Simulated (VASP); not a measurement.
Runs of VASP 6.6.1 on Ca. The structure is that of space group P6_3/mmc (No. 194), or close to it. The cells are those of the table. 

```tsv
cell	gap on the mesh (eV)	pressure (GPa)
a = 3.774, b = 3.774, c = 6.217 Å, angles 90.0, 90.0, 120.0°, 2 atoms	none	0.0
a = 3.616, b = 3.616, c = 5.958 Å, angles 90.0, 90.0, 120.0°, 2 atoms	none	3.0
a = 3.723, b = 3.723, c = 6.133 Å, angles 90.0, 90.0, 120.0°, 2 atoms	none	(b)
a = 3.670, b = 3.670, c = 6.047 Å, angles 90.0, 90.0, 120.0°, 2 atoms	none	(a)
a = 3.919, b = 3.919, c = 6.457 Å, angles 90.0, 90.0, 120.0°, 2 atoms	none	-1.8
a = 3.823, b = 3.823, c = 6.299 Å, angles 90.0, 90.0, 120.0°, 2 atoms	none	-0.7
a = 3.872, b = 3.872, c = 6.379 Å, angles 90.0, 90.0, 120.0°, 2 atoms	none	-1.3
```

Alike in all rows: task single point; level LDA; potentials or basis VASP PAW LDA potentials, release 64 (Ca_sv); no spin polarisation; k mesh 11 × 11 × 6; cutoff (eV) 520; smearing fermi-dirac 0.1 eV.

Task: Fill in the values left out.

Result: (a) 1.8; (b) 0.8.

A gap of «none» marks levels without a gap at the run's occupations.
